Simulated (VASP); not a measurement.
Here is a VASP 6.6.1 calculation.

POSCAR

```
ZrB2
1.0
    3.1986671662      0.0000000000      0.0000000000
   -1.5993335831      2.7701270242      0.0000000000
    0.0000000000      0.0000000000      3.5867024693
Zr B
1 2
Direct
    0.0000000000      0.0000000000      0.0000000000
    0.3333333333      0.6666666667      0.5000000000
    0.6666666667      0.3333333333      0.5000000000
```

Contents of INCAR.step1:

```
SYSTEM = ZrB2
PREC = Accurate ; ENCUT = 600
ISMEAR = 0 ; SIGMA = 0.1
LREAL = .FALSE. ; LASPH = .TRUE.
NELM = 60 ; GGA = PE
ALGO = Normal ; EDIFF = 1E-4
LWAVE = .TRUE. ; LCHARG = .FALSE.
```

The input INCAR.step2:

```
SYSTEM = ZrB2
PREC = Accurate ; ENCUT = 600
EDIFF = 1E-6 ; ISMEAR = 0
SIGMA = 0.1 ; LREAL = .FALSE.
LASPH = .TRUE. ; NELM = 60
ALGO = Normal ; ISIF = 4
LWAVE = .FALSE. ; LCHARG = .FALSE.
METAGGA = R2SCAN ; LMIXTAU = .TRUE.
IBRION = 2 ; NSW = 50
EDIFFG = -0.01 ; ISTART = 1
```

The input KPOINTS:

```
Automatic mesh
0
G
  15 15 12
  0 0 0
```

Potentials or basis: VASP PAW PBE potentials, release 64 (Zr_sv, B).

Run with:

```console
$ cat potpaw_PBE.64/Zr_sv/POTCAR potpaw_PBE.64/B/POTCAR > POTCAR
$ cp INCAR.step1 INCAR
$ mpirun -np 1 vasp_std > vasp.out
$ cp INCAR.step2 INCAR
$ mpirun -np 1 vasp_std > vasp.out
```

(1) What does it give for the band gap on the k mesh?

Answers

(1) zero (bands 9 and 10 overlap by 1.10 eV).
